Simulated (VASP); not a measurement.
Wanted: the native input for a VASP 6.6.1 run.

* Task: single point
* Functional: LDA
* Potentials or basis: VASP PAW LDA potentials, release 64 (Ge_d, Ir, Se)
* Cutoff: 520 eV
* k mesh: 3 × 2 × 3
* Occupations: fermi-dirac, width 0.1 eV
* Spin: no spin polarisation
* Dipole correction: no
* Further INCAR settings: ALGO = Normal; EDIFF = 1e-07; NBANDS = 70

The structure of GeIrSe lies in POSCAR:

```
GeIrSe
1.0
    5.5684720000      0.4616050000      0.6529420000
   -1.1975200000      7.1441390000      0.5480110000
    0.7967400000     -0.8608540000      5.3240820000
Ge Ir Se
4 4 4
Direct
    0.2097600863      0.0527639499      0.7551795041
    0.8896066490      0.2252900672      0.2479612486
    0.3964977673      0.1803417825      0.3472866636
    0.1224300714      0.9131430391      0.1278894342
    0.8735587766      0.2205631666      0.7282466243
    0.9189621404      0.6403295357      0.3406939249
    0.7251877396      0.9284380726      0.4151260612
    0.9074057574      0.5777495517      0.8612635118
    0.5759463719      0.7329719916      0.0755395409
    0.6111143627      0.4319981997      0.6380566641
    0.3155209468      0.6734513807      0.5373144811
    0.2174616642      0.4315227408      0.0929423960
```

One way to write it, as run:

INCAR

```
PREC = Accurate ; ENCUT = 520
EDIFF = 1E-7 ; ISMEAR = -1
SIGMA = 0.1 ; LREAL = False
LASPH = True ; NELM = 80
ALGO = Normal ; ISIF = 2
LWAVE = False ; LCHARG = False
NBANDS = 70
```

KPOINTS

```
Automatic mesh
0
Gamma
  3 2 3
```

Potentials or basis: VASP PAW LDA potentials, release 64 (Ge_d, Ir, Se).

Launch:

```console
$ cat potpaw_LDA.64/Ge_d/POTCAR potpaw_LDA.64/Ir/POTCAR potpaw_LDA.64/Se/POTCAR > POTCAR
$ mpirun -np 1 vasp_std > vasp.out
```

It gave:

The pressure is 8.0 GPa, the largest force is 4.090 eV/Å and the band gap on the k mesh is zero (bands 58 and 59 overlap by 0.07 eV).

Caveat: the k points lie up to 0.44 Å⁻¹ apart; spin-orbit coupling is left out, which moves the levels of the heavy elements.

Wall time 3.9 min on 1 thread of Intel(R) Xeon(R) Platinum 8259CL CPU @ 2.50GHz (Skylake/Cascade Lake) (shared host), peak memory 0.31 GiB.
